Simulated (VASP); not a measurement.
# BaTiO3 (P1) in VASP: single point with PBEsol

Aim: the single point of BaTiO3 with PBEsol.

Everything below comes from runs of VASP 6.6.1. Logs are shortened: lines on timing, memory, paths and dates and some standing lists are left out, and cuts for length are marked.

## Step 1: The cell of the first run

The typed cell holds 10 atoms: a = 4.000 Å, b = 4.018 Å, c = 8.000 Å, α = 90.00°, β = 90.00°, γ = 90.00°.

## Step 2: Single point, PBEsol

Input file INCAR:

```
SYSTEM = BaTiO3
ALGO     = Normal         ! electronic algorithm
EDIFF    = 1E-7           ! SCF threshold, eV
ENCUT    = 520            ! plane-wave cutoff, eV
GGA      = PS             ! functional
ISIF     = 2              ! what is computed and relaxed
ISMEAR   = -1             ! smearing method
LASPH    = .TRUE.         ! aspherical terms in the spheres
LCHARG   = .FALSE.        ! write CHGCAR
LREAL    = .FALSE.        ! projectors in reciprocal space
LWAVE    = .FALSE.        ! write WAVECAR
NBANDS   = 51             ! bands
NELM     = 100            ! most SCF steps
PREC     = Accurate       ! precision mode
SIGMA    = 0.05           ! smearing width, eV
```

Input file KPOINTS:

```
k-points
0
G
  7 7 4
  0 0 0
```

Input file POSCAR:

```
BaTiO3
1.0
   -3.9998000000      0.0000000000      0.0000000000
    0.0000000000      0.0000000000     -4.0180000000
    0.0000000000     -7.9996000000      0.0000000000
Ba Ti O
2 2 6
Direct
    0.0014435500      0.0230418600      0.5075926300
    0.9985564500      0.9769581400      0.9924073700
    0.4803298900      0.5631888500      0.2357999500
    0.5196701100      0.4728111500      0.7642000500
    0.4938005300      0.9659728700      0.2581500200
    0.5061994700      0.0020271300      0.7418499800
    0.5076103700      0.4993320300      0.5074435600
    0.4923896300      0.4706679700      0.9925564400
    0.0152243000      0.4884056200      0.2711337500
    0.9847757000      0.4815943800      0.7288662500
```

Potentials or basis: VASP PAW PBE potentials, release 64 (Ba_sv, Ti_sv, O).

Run with:

```bash
cat potpaw_PBE.64/Ba_sv/POTCAR potpaw_PBE.64/Ti_sv/POTCAR potpaw_PBE.64/O/POTCAR > POTCAR
mpirun -np 1 vasp_std > vasp.out
```

OUTCAR:

```text
SYSTEM = BaTiO3
   EDIFF = 1E-7
   ENCUT = 520
   GGA = PS
   ISIF = 2
   ISMEAR = -1
   LASPH = .TRUE.
   LREAL = .FALSE.
   NELM = 100
   PREC = Accurate

 ion  position               nearest neighbor table
   1  0.001  0.023  0.508-  10 2.56   9 2.66   6 2.73   7 2.75   6 2.76   7 2.79  10 2.81   5 2.81
                             5 2.86   9 2.86   7 2.89   7 2.92   4 3.35   4 3.43   3 3.44   3 3.53
   2  0.999  0.977  0.992-   8 2.80   6 2.81   8 2.83   8 2.84   6 2.85   8 2.87  10 2.90   5 2.91
                            10 2.93   5 2.93   9 2.97   9 3.03   3 3.20   3 3.29   4 3.31   4 3.33
   3  0.480  0.563  0.236-   5 1.63   9 1.91   8 1.98   9 2.18   7 2.19   5 2.41   2 3.20   2 3.29
                             1 3.44   1 3.53   2 3.61   1 3.62   2 3.69   1 3.71
   4  0.520  0.473  0.764-   8 1.83  10 1.88   6 1.90   7 2.06   6 2.13  10 2.16   2 3.31   2 3.33
                             1 3.35   2 3.41   1 3.43   2 3.43   1 3.58   1 3.66
   5  0.494  0.966  0.258-   3 1.63   3 2.41   1 2.81   1 2.86   2 2.91   2 2.93
   6  0.506  0.002  0.742-   4 1.90   4 2.13   1 2.73   1 2.76   2 2.81   2 2.85
   7  0.508  0.499  0.507-   4 2.06   3 2.19   1 2.75   1 2.79   1 2.89   1 2.92
   8  0.492  0.471  0.993-   4 1.83   3 1.98   2 2.80   2 2.83   2 2.84   2 2.87
   9  0.015  0.488  0.271-   3 1.91   3 2.18   1 2.66   1 2.86   2 2.97   2 3.03
  10  0.985  0.482  0.729-   4 1.88   4 2.16   1 2.56   1 2.81   2 2.90   2 2.93

  LATTYP: Found a simple orthorhombic cell.
 ALAT       =     3.9998000000
 B/A-ratio  =     1.0045502275
 C/A-ratio  =     2.0000000000

  Lattice vectors:

 A1 = (  -3.9998000000,   0.0000000000,   0.0000000000)
 A2 = (   0.0000000000,   0.0000000000,  -4.0180000000)
 A3 = (   0.0000000000,  -7.9996000000,   0.0000000000)

Analysis of symmetry for initial positions (statically):
=====================================================================
 Subroutine PRICEL returns:
 Original cell was already a primitive cell.

 Routine SETGRP: Setting up the symmetry group for a
 simple orthorhombic supercell.

 Subroutine GETGRP returns: Found  1 space group operations
 (whereof  1 operations were pure point group operations)
 out of a pool of  8 trial point group operations.

The static configuration has the point symmetry C_1 .

Analysis of symmetry for dynamics (positions and initial velocities):
=====================================================================
 Subroutine PRICEL returns:
 Original cell was already a primitive cell.

 Routine SETGRP: Setting up the symmetry group for a
 simple orthorhombic supercell.

 Subroutine GETGRP returns: Found  1 space group operations
 (whereof  1 operations were pure point group operations)
 out of a pool of  8 trial point group operations.

The dynamic configuration has the point symmetry C_1 .

 Subroutine INISYM returns: Found  1 space group operations
 (whereof  1 operations are pure point group operations),
 and found     1 'primitive' translations

----------------------------------------------------------------------------------------

                                     Primitive cell

  volume of cell :     128.5631

  direct lattice vectors                    reciprocal lattice vectors
    -3.999800000  0.000000000  0.000000000    -0.250012501  0.000000000  0.000000000
     0.000000000  0.000000000 -4.018000000     0.000000000  0.000000000 -0.248880040
     0.000000000 -7.999600000  0.000000000     0.000000000 -0.125006250  0.000000000

  length of vectors
     3.999800000  4.018000000  7.999600000     0.250012501  0.248880040  0.125006250

  position of ions in fractional coordinates (direct lattice)
     0.001443550  0.023041860  0.507592630
     0.998556450  0.976958140  0.992407370
     0.480329890  0.563188850  0.235799950
     0.519670110  0.472811150  0.764200050
     0.493800530  0.965972870  0.258150020
     0.506199470  0.002027130  0.741849980
     0.507610370  0.499332030  0.507443560
     0.492389630  0.470667970  0.992556440
     0.015224300  0.488405620  0.271133750
     0.984775700  0.481594380  0.728866250

  ion indices of the primitive-cell ions
   primitive index   ion index
                 1           1
                 2           2
                 3           3
                 4           4
                 5           5
                 6           6
                 7           7
                 8           8
                 9           9
                10          10

----------------------------------------------------------------------------------------

 KPOINTS: k-points

Automatic generation of k-mesh.
 Grid dimensions read from file:
 generate k-points for:    7    7    4

 Generating k-lattice:

  Cartesian coordinates                     Fractional coordinates (reciprocal lattice)
    -0.035716072  0.000000000  0.000000000     0.142857143  0.000000000  0.000000000
     0.000000000  0.000000000 -0.035554291     0.000000000  0.142857143  0.000000000
     0.000000000 -0.031251563  0.000000000     0.000000000  0.000000000  0.250000000

  Length of vectors
     0.035716072  0.035554291  0.031251563

  Shift w.r.t. Gamma in fractional coordinates (k-lattice)
     0.000000000  0.000000000  0.000000000

 Subroutine IBZKPT returns following result:
 ===========================================

 Found     99 irreducible k-points:

 Following reciprocal coordinates:
            Coordinates               Weight
  0.000000  0.000000  0.000000      1.000000
  0.142857  0.000000  0.000000      2.000000
  0.285714  0.000000  0.000000      2.000000
  0.428571  0.000000  0.000000      2.000000
  0.000000  0.142857  0.000000      2.000000
  0.142857  0.142857  0.000000      2.000000
[... 16 lines left out ...]
  0.285714 -0.428571  0.000000      2.000000
  0.428571  0.428571  0.000000      2.000000
 [... further k-points ...]
   k-points           NKPTS =     99   k-points in BZ     NKDIM =     99   number of bands    NBANDS=     51
   number of dos      NEDOS =    301   number of ions     NIONS =     10
   total plane-waves  NPLWV =  54000
   dimension x,y,z NGX =    30 NGY =   30 NGZ =   60
   dimension x,y,z NGXF=    60 NGYF=   60 NGZF=  120
   ions per type =               2   2   6
   NGX,Y,Z   is equivalent  to a cutoff of  12.47, 12.41, 12.47 a.u.
   NGXF,Y,Z  is equivalent  to a cutoff of  24.94, 24.83, 24.94 a.u.
 SYSTEM =  BaTiO3
   PREC   = accura    normal or accurate (medium, high low for compatibility)
   ISTART =      0    job   : 0-new  1-cont  2-samecut
   ICHARG =      2    charge: 1-file 2-atom 10-const
   ISPIN  =      1    spin polarized calculation?
   LNONCOLLINEAR =      F non collinear calculations
   LSORBIT =      F    spin-orbit coupling
   LASPH  =      T    aspherical Exc in radial PAW
   ENCUT  =  520.0 eV  38.22 Ry    6.18 a.u.   7.44  7.47 14.87*2*pi/ulx,y,z
   NELM   =    100;   NELMIN=  2; NELMDL= -5     # of ELM steps
   EDIFF  = 0.1E-06   stopping-criterion for ELM
   LREAL  =      F    real-space projection
   EDIFFG = 0.1E-05   stopping-criterion for IOM
   NSW    =      0    number of steps for IOM
   IBRION =     -1    ionic relax: 0-MD 1-quasi-New 2-CG
   NFREE  =      0    steps in history (QN), initial steepest desc. (CG)
   ISIF   =      2    stress and relaxation
   ISYM   =      2    0-nonsym 1-usesym 2-fastsym
   POTIM  = 0.5000    time-step for ionic-motion
   TEBEG  =    0.0;   TEEND  =   0.0 temperature during run
   PSTRESS=    0.0 pullay stress
   NELECT =      80.0000    total number of electrons
   NUPDOWN=      -1.0000    fix difference up-down
   EMIN   =  10.00;   EMAX   =-10.00  energy-range for DOS
   EFERMI =   0.00;   METHOD = LEGACY
   ISMEAR =    -1;   SIGMA  =   0.05  broadening in eV -4-tet -1-fermi 0-gaus
   EFERMI_NEDOS =   21; number of points for ismear=-14 and -15
   IALGO  =     38    algorithm
   IMIX   =      4    mixing-type and parameters
     AMIX     =   0.40;   BMIX     =  1.00
     AMIX_MAG =   1.60;   BMIX_MAG =  1.00
  volume/ion in A,a.u.               =      12.86        86.76
  Fermi-wavevector in a.u.,A,eV,Ry     =   1.397653  2.641181 26.578078  1.953434
  Thomas-Fermi vector in A             =   2.520888
   LORBIT       =      0    0 simple, 1 ext, 2 COOP (PROOUT), +10 PAW based schemes
   GGA     = PS    functional components
   LHFCALC =     F    Hartree Fock is set to
   AEXX    =    0.0000 exact exchange contribution
   IVDW    =     0    specifies the selected vdW correction
   LEPSILON=     F    determine dielectric tensor
   LRPA    =     F    only Hartree local field effects (RPA)
 non-spin polarized calculation
  energy-cutoff  :      520.00
  volume of cell :      128.56
 maximum number of plane-waves:      3502
 NGX is ok and might be reduce to    30
   NGX = 15   NGY = 15   NGZ = 29

 number of electron      79.9999983 magnetization

 Free energy of the ion-electron system (eV)
  ---------------------------------------------------
  ext. energy  EPLUGINS =         0.00000000
  ---------------------------------------------------
  free energy    TOTEN  =       -82.27797572 eV

  energy without entropy =      -82.27797559  energy(sigma->0) =      -82.27797566

 E-fermi :   5.1898     XC(G=0): -11.4700

 val. band max:        4.4963295944   @ k =   0.4286  -0.4286   0.0000
 cond. band min:       5.8114145311   @ k =   0.0000   0.0000   0.0000
 fundamental gap:      1.3150849367
 Fermi energy:         5.1898326397

 k-point     1 :       0.0000    0.0000    0.0000
  band No.  band energies     occupation
      1     -52.3048      2.00000
      2     -52.2096      2.00000
      3     -29.0159      2.00000
      4     -28.7666      2.00000
      5     -28.6762      2.00000
      6     -28.6689      2.00000
[... 43 lines left out ...]
     50       8.3284      0.00000
     51       8.9760      0.00000

 k-point     2 :       0.1429    0.0000    0.0000
  band No.  band energies     occupation
      1     -52.3046      2.00000
      2     -52.2094      2.00000
      3     -29.0155      2.00000
      4     -28.7663      2.00000
      5     -28.6856      2.00000
      6     -28.6688      2.00000
[... 1180 lines left out ...]
 k-point    24 :       0.4286    0.4286    0.0000
  band No.  band energies     occupation
      1     -52.3027      2.00000
      2     -52.2075      2.00000
      3     -29.0603      2.00000
      4     -28.7674      2.00000
      5     -28.7229      2.00000
      6     -28.7092      2.00000
[... 43 lines left out ...]
     50      10.1385      0.00000
     51      11.1667      0.00000

 [... further k-points ...]
[... 5 lines left out ...]
  --------------------------------------------------------------------------------------
  -------------------------------------------------------------------------------------
  Total        1.3474144      2.5423072      9.9922342      0.3955416      1.1249154     -0.1631235
  in kB       16.7917239     31.6826961    124.5250451      4.9293112     14.0189006     -2.0328744
  external PRESSURE =      57.6664884 kB  Pullay stress =       0.0000000 kB

 VOLUME and BASIS-vectors are now :
 -----------------------------------------------------------------------------
  energy-cutoff  :      520.00
  volume of cell :      128.56
      direct lattice vectors                 reciprocal lattice vectors
    -3.999800000  0.000000000  0.000000000    -0.250012501  0.000000000  0.000000000
     0.000000000  0.000000000 -4.018000000     0.000000000  0.000000000 -0.248880040
     0.000000000 -7.999600000  0.000000000     0.000000000 -0.125006250  0.000000000

 POSITION                                       TOTAL-FORCE (eV/Angst)
 -----------------------------------------------------------------------------------
     -0.00577     -4.06054     -0.09258        -0.028601      0.497613      0.661716
     -3.99403     -7.93886     -3.92542        -0.040106      0.099134     -0.614630
     -1.92122     -1.88631     -2.26289        -0.047481     -3.777156      5.699699
     -2.07858     -6.11329     -1.89976        -0.027919      5.474808     -0.058275
     -1.97510     -2.06510     -3.88128        -0.349848      0.994177     -4.361446
     -2.02470     -5.93450     -0.00815         0.330235     -1.637438      0.299680
     -2.03034     -4.05935     -2.00632         0.286827      0.526318     -0.077178
     -1.96946     -7.94005     -1.89114        -0.053406     -1.878625     -0.581113
     -0.06089     -2.16896     -1.96241         0.340506      2.192311     -0.384988
     -3.93891     -5.83064     -1.93505        -0.410206     -2.491143     -0.583465
 -----------------------------------------------------------------------------------
    total drift:                                0.000155     -0.000089     -0.000159

  FREE ENERGIE OF THE ION-ELECTRON SYSTEM (eV)
  ---------------------------------------------------
  free  energy   TOTEN  =       -82.2779757238 eV

  energy  without entropy=      -82.2779755868  energy(sigma->0) =      -82.27797566
```

It took 13 min on 1 thread of Intel Xeon Platinum 8259CL at 2.50GHz (Skylake/Cascade Lake), shared host; peak memory 0.6 GiB.

Results:

```yaml
Free_energy: -82.2780 eV
Pressure: 5.8 GPa
Largest_force: 6.838 eV/Å
Band_gap_on_the_k_mesh: 1.32 eV (least direct gap 1.48 eV)
```

Forces on the atoms (eV/Å):
```
Ba  -0.029  0.498  0.662
Ba  -0.040  0.099 -0.615
Ti  -0.047 -3.777  5.700
Ti  -0.028  5.475 -0.058
O   -0.350  0.994 -4.361
O    0.330 -1.637  0.300
O    0.287  0.526 -0.077
O   -0.053 -1.879 -0.581
O    0.341  2.192 -0.385
O   -0.410 -2.491 -0.583
```

Caveat: the cell stands under pressure; the PAW data sets were made with another functional, which shifts forces and pressure a little; spin-orbit coupling is left out, which moves the levels of the heavy elements; an odd mesh through Γ misses points on the zone boundary, where band edges can lie. As with any semilocal functional, this PBEsol gap is likely too small.
